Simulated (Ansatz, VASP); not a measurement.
**ScHg: VASP beside Ansatz**

The input INCAR:

```
  PREC = Accurate
  ENCUT = 500
  EDIFF = 1E-7
  ISMEAR = 0
  SIGMA = 0.1
  LREAL = False
  LASPH = True
  NELM = 120
  ALGO = Normal
  ISIF = 3
  LWAVE = False
  LCHARG = False
  IBRION = 2
  NSW = 70
  EDIFFG = -0.005
  GGA_COMPAT = False
  NELMIN = 4
```

KPOINTS

```
Automatic mesh
0
Gamma
  12 12 12
```

The input POSCAR:

```
ScHg
1.0
    3.5245126064      0.0000000000      0.0000000000
    0.0000000000      3.5245126064      0.0000000000
    0.0000000000      0.0000000000      3.5245126064
Sc Hg
1 1
Direct
    0.5000000000      0.5000000000      0.5000000000
    0.0000000000      0.0000000000      0.0000000000
```

Input for Ansatz:

```yaml
crystal:
  lattice:
    - [3.5245126064, 0.0, 0.0]
    - [0.0, 3.5245126064, 0.0]
    - [0.0, 0.0, 3.5245126064]
  atoms:
    - { symbol: Sc, position: [0.5, 0.5, 0.5] }
    - { symbol: Hg, position: [0.0, 0.0, 0.0] }
basis:
  ecutwfc: 420
kpoints:
  mp_grid: { grid: [12, 12, 12] }
hamiltonian:
  xc: lda
scf:
  occupations: { method: gaussian, width: 0.1 }
output:
  forces: true
  stress: true
  eigenvalues: true
  write_density: true
  write_potential: true
  elf: true
  volumetric_format: npy
relax:
  adjacent_minimum: "off"
  f_tol: 0.005
  max_steps: 50
  cell: { stress_tol: 0.05 }
```

Alike in both runs: task relaxation of cell and atoms; functional LDA; k mesh 12 × 12 × 12; occupations gaussian, width 0.1 eV; no spin polarisation.

```csv
,VASP,Ansatz
version,VASP 6.6.1,Ansatz 0.2.0
potentials or method,"VASP PAW LDA potentials, release 64 (Sc_sv, Hg_sv_GW), cutoff 500 eV","scalar-relativistic, plane waves, PAW"
valence electrons in the cell,31,31
```

```csv
,VASP,Ansatz,Ansatz less VASP
"gap on the k mesh at the Fermi level, each at its own relaxed structure (eV)",none,none,-
relaxed volume (Å³/atom),20.13,20.11,-0.020
relaxed cell length with the largest relative difference (Å),3.427,3.426,-0.0011
```

LDA's correlation is that of Perdew and Zunger in VASP and of Perdew and Wang (1992) in Ansatz. A gap of «none» marks a metal or a gap that the smearing closes.

Spin-orbit coupling is off throughout.
